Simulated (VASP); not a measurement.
# CuI3: single point with PBE

Crystal: CuI3.

```
Cu I
1.0
     5.07237    0.00000    0.00000
     0.00000    5.07237    0.00000
     0.00000    0.00000    5.07237
Cu I
1 3
Direct
  0.00000 0.00000 0.00000
  0.00000 0.50000 0.50000
  0.50000 0.00000 0.50000
  0.50000 0.50000 0.00000
```

| Item | Value |
| --- | --- |
| Program | VASP 6.6.1 |
| Task | single point |
| Functional | PBE |
| Potentials or basis | VASP PAW PBE potentials, release 64 (Cu, I) |
| Cutoff | 520 eV |
| k mesh | 10 × 10 × 10 |
| Occupations | gaussian, width 0.1 eV |
| Spin | no spin polarisation |

| Quantity | Value |
| --- | --- |
| Pressure | 0.1 GPa |
| Band gap on the k mesh | zero (band 16 reaches 4.51 eV, above the bottom of band 17 at 3.93 eV) |

Levels at points of the mesh, in eV from the Fermi level:
```tsv
k point	band 13	band 14	band 15	band 16	band 17	band 18	band 19	band 20
(0.00, 0.00, 0.00)	-1.20	-1.20	-0.42	0.10	0.10	0.10	5.15	5.53
(0.50, 0.00, 0.00)	-1.14	-1.14	-0.76	-0.11	-0.11	1.86	3.43	5.39
(0.50, 0.50, 0.00)	-1.15	-0.82	-0.82	0.24	0.42	1.31	3.76	5.76
(0.50, 0.50, 0.50)	-0.69	0.30	0.30	0.37	0.37	0.37	7.13	7.13
```

It took 6.9 min on 1 thread of Intel(R) Xeon(R) Platinum 8259CL CPU @ 2.50GHz (Skylake/Cascade Lake), on a shared host, peak memory 0.34 GiB.

Caveat: spin-orbit coupling is left out, which moves the levels of the heavy elements; semilocal functionals often make such compounds metallic where correlation or magnetic order opens a gap, which also shifts bond lengths.
